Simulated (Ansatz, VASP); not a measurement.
# BiTe in VASP and in Ansatz

```
CELL_PARAMETERS angstrom
0.00000 3.28019 3.28019
3.28019 0.00000 3.28019
3.28019 3.28019 0.00000
ATOMIC_POSITIONS crystal
Bi 0.50000 0.50000 0.50000
Te 0.00000 0.00000 0.00000
```

Alike in both runs: task single point; functional revPBE; k mesh 6 × 6 × 6; occupations gaussian, width 0.05 eV; no spin polarisation.

|  | VASP | Ansatz |
| --- | --- | --- |
| version | VASP 6.6.1 | Ansatz 0.2.0 |
| potentials or method | VASP PAW PBE potentials, release 64 (Bi_d, Te), cutoff 520 eV | scalar-relativistic, plane waves, PAW |
| valence electrons in the cell | 21 | 31 |

|  | VASP | Ansatz | Ansatz less VASP |
| --- | --- | --- | --- |
| gap on the k mesh at the Fermi level (eV) | none | none | - |
| pressure (GPa) | -0.1 | 0.0 | +0.08 |

VASP's potentials were made for PBE, not for revPBE. A gap of «none» marks a metal or a gap that the smearing closes. The functional is the same, so the differences come from potentials, cutoffs and numerics. VASP's potentials hold 21 valence electrons a cell and Ansatz's 31, so a difference there can come from the potentials and not from the codes.

Neither program's run includes spin-orbit coupling.
